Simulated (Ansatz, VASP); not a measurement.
## C: VASP beside Ansatz

The input POSCAR:

```
C
1.0
   -0.7489810668      1.4979621336      1.4979621336
    1.4979621336     -0.7489810668      1.4979621336
    1.4979621336      1.4979621336     -0.7489810668
C
2
Direct
    0.5000000000      0.5000000000      0.5000000000
    0.7500000000      0.7500000000      0.7500000000
```

Contents of INCAR.step1:

```
SYSTEM = C
ALGO = Normal
EDIFF = 1E-4
ENCUT = 520
GGA = PE
ISMEAR = 0
LASPH = .TRUE.
LCHARG = .FALSE.
LREAL = .FALSE.
LWAVE = .TRUE.
NBANDS = 11
NELM = 80
PREC = Accurate
SIGMA = 0.05
```

INCAR.step2

```
SYSTEM = C
ALGO = Normal
EDIFF = 1E-6
ENCUT = 520
ISIF = 2
ISMEAR = 0
ISTART = 1
LASPH = .TRUE.
LCHARG = .FALSE.
LMIXTAU = .TRUE.
LREAL = .FALSE.
LWAVE = .FALSE.
METAGGA = R2SCAN
NBANDS = 11
NELM = 80
PREC = Accurate
SIGMA = 0.05
```

Contents of KPOINTS:

```
k-points
0
G
  12 12 12
  0 0 0
```

Input for Ansatz:

```yaml
crystal:
  lattice:
    - [-0.7489810668, 1.4979621336, 1.4979621336]
    - [1.4979621336, -0.7489810668, 1.4979621336]
    - [1.4979621336, 1.4979621336, -0.7489810668]
  atoms:
    - { symbol: C, position: [0.5, 0.5, 0.5] }
    - { symbol: C, position: [0.75, 0.75, 0.75] }
basis:
  ecutwfc: 500
kpoints:
  mp_grid: { grid: [12, 12, 12] }
hamiltonian:
  xc: r2scan
scf:
  occupations: { method: gaussian, width: 0.05 }
output:
  forces: true
  stress: true
  eigenvalues: true
```

Alike in both runs: task single point; functional r2SCAN; k mesh 12 × 12 × 12; occupations gaussian, width 0.05 eV; no spin polarisation.

|  | VASP | Ansatz |
| --- | --- | --- |
| version | VASP 6.6.1 | Ansatz 0.2.0 |
| potentials or method | VASP PAW PBE potentials, release 64 (C), cutoff 520 eV | scalar-relativistic, plane waves, PAW |
| valence electrons in the cell | 8 | 8 |

Ansatz gave:

```
gap on the k mesh at the Fermi level (eV) : none
rms of the force components (eV/Å)        : 32.032
```

Problem. Which values does VASP return?

Solution. gap on the k mesh at the Fermi level (eV): none; rms of the force components (eV/Å): 33.038.

VASP's potentials were made for PBE, not for r2SCAN. Atom by atom the forces differ by 1.006 eV/Å (rms over components). A gap of «none» marks a metal or a gap that the smearing closes. The functional is the same, so the differences come from potentials, cutoffs and numerics.
